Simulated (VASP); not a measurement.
Input of a VASP 6.6.1 run:

Contents of INCAR:

```
SYSTEM = ZnPt
PREC     = Accurate       ! precision mode
ENCUT    = 520            ! plane-wave cutoff, eV
EDIFF    = 1E-6           ! SCF threshold, eV
ISMEAR   = 0              ! smearing method
SIGMA    = 0.15           ! smearing width, eV
LREAL    = .FALSE.        ! projectors in reciprocal space
LASPH    = .TRUE.         ! aspherical terms in the spheres
NELM     = 100            ! most SCF steps
ALGO     = Normal         ! electronic algorithm
ISIF     = 2              ! what is computed and relaxed
LWAVE    = .FALSE.        ! write WAVECAR
LCHARG   = .TRUE.         ! write CHGCAR
GGA      = CA             ! functional
LELF     = .TRUE.         ! ELF
LVHAR    = .TRUE.       
NBANDS   = 18             ! bands
```

KPOINTS

```
regular mesh
0
G
  16 16 14
  0 0 0
```

POSCAR

```
ZnPt
1.0
    2.8640000000      0.0250600000      0.0000000000
    0.0250600000      2.8640000000      0.0000000000
    0.0000000000      0.0000000000      3.5100000000
Zn Pt
1 1
Direct
    0.5000000000      0.5000000000      0.5000000000
    0.0000000000      0.0000000000      0.0000000000
```

Potentials or basis: VASP PAW LDA potentials, release 64 (Zn, Pt).

Run with:

```bash
$ cat potpaw_LDA.64/Zn/POTCAR potpaw_LDA.64/Pt/POTCAR > POTCAR
$ mpirun -np 1 vasp_std > vasp.out
```

Q: Estimate the band gap on the k mesh.

A: Zero (band 11 reaches 10.22 eV, above the bottom of band 12 at 5.66 eV).

Q: Predict the pressure.

A: -10.0 GPa.

Stress tensor (GPa, compression positive):
```
-10.10  -0.91   0.00
 -0.91 -10.10   0.00
  0.00   0.00  -9.93
```

Caveat: the cell differs from its parent crystal (strain +0.0175 x Voigt [0, 0, 0, 0, 0, 1]); spin-orbit coupling is left out, which moves the levels of the heavy elements.
